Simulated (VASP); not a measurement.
Runs of VASP 6.6.1 on AlN. The structure is that of space group R-3m (No. 166), or close to it. The cells are those of the table. 

| cell | gap on the mesh (eV) | pressure (GPa) |
| --- | --- | --- |
| a = 2.756 Å, angles 65.4°, 2 atoms | 2.57 | 1.1 |
| a = 2.942 Å, angles 56.5°, 2 atoms | 3.50 | 0.6 |
| a = 3.043 Å, angles 56.5°, 2 atoms | 2.89 | -21.2 |
| a = 2.818 Å, angles 54.8°, 2 atoms | 3.20 | 66.2 |
| a = 2.706 Å, angles 65.4°, 2 atoms | 2.76 | 17.1 |
| a = 2.876 Å, angles 54.8°, 2 atoms | 3.16 | (a) |
| a = 3.039 Å, angles 54.8°, 2 atoms | (b) | -10.9 |
| a = 2.788 Å, angles 63.6°, 2 atoms | 3.25 | 0.5 |

Alike in all rows: task single point; level PBEsol; potentials or basis VASP PAW PBE potentials, release 64 (Al, N); no spin polarisation; k mesh 10 × 10 × 10; cutoff (eV) 520; smearing gaussian 0.05 eV.

**Question.** Fill in the values left out.

**Answer.** (a) 38.6; (b) 2.61.

Caveats: the PAW data sets were made with another functional, which shifts forces and pressure a little.

A k mesh can miss the band edges.
